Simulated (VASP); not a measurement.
Runs of VASP 6.6.1 on Al. The structure is that of space group Pm-3m (No. 221), or close to it. The cells are those of the table. 

```csv
task,cell,k mesh,cutoff (eV),gap on the mesh (eV),pressure (GPa)
single point,"a = 2.588 Å, 1 atom",13 × 13 × 13,520,none,10.4
single point,"a = 2.701 Å, 1 atom",12 × 12 × 12,520,none,0.1
single point,"a = 2.805 Å, 1 atom",13 × 13 × 13,520,none,-5.3
single point,"a = 2.627 Å, 1 atom",13 × 13 × 13,520,none,(b)
single point,"a = 2.701 Å, 1 atom",19 × 19 × 19,520,none,0.1
single point,"a = 2.737 Å, 1 atom",13 × 13 × 13,520,none,(a)
single point,"a = 2.701 Å, 1 atom",13 × 13 × 13,520,none,0.1
relaxation of cell and atoms,"relaxed from a = 2.617 Å, 1 atom",12 × 12 × 12,600,none,0.0
single point,"a = 2.664 Å, 1 atom",13 × 13 × 13,520,none,2.8
single point,"a = 2.771 Å, 1 atom",13 × 13 × 13,520,none,-3.9
```

Alike in all rows: level PBEsol; potentials or basis VASP PAW PBE potentials, release 64 (Al); no spin polarisation; smearing fermi-dirac 0.1 eV.

Fill in the values left out.

(a) -2.1; (b) 6.2.

Caveats: the PAW data sets were made with another functional, which shifts forces and pressure a little.

A gap of «none» marks levels without a gap at the run's occupations.
